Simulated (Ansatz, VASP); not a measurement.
HfC in VASP and in Ansatz

```xyz
2
Lattice="0.0000 2.3037 2.3037 2.3037 0.0000 2.3037 2.3037 2.3037 0.0000" Properties=species:S:1:pos:R:3 pbc="T T T"
Hf    2.3037    2.3037    2.3037
C     0.0000    0.0000    0.0000
```

Alike in both runs: task single point; functional PBEsol; k mesh 16 × 16 × 16; occupations gaussian, width 0.1 eV; no spin polarisation.

|  | VASP | Ansatz |
| --- | --- | --- |
| version | VASP 6.6.1 | Ansatz 0.2.0 |
| potentials or method | VASP PAW PBE potentials, release 64 (Hf_pv, C), cutoff 520 eV | scalar-relativistic, plane waves, PAW |
| valence electrons in the cell | 14 | 30 |

```csv
,VASP,Ansatz,Ansatz less VASP
gap on the k mesh at the Fermi level (eV),none,none,-
pressure (GPa),-0.4,0.0,+0.33
```

VASP's potentials were made for PBE, not for PBEsol. A gap of «none» marks a metal or a gap that the smearing closes. VASP's potentials hold 14 valence electrons a cell and Ansatz's 30, so a difference there can come from the potentials and not from the codes.

Neither program's run includes spin-orbit coupling.
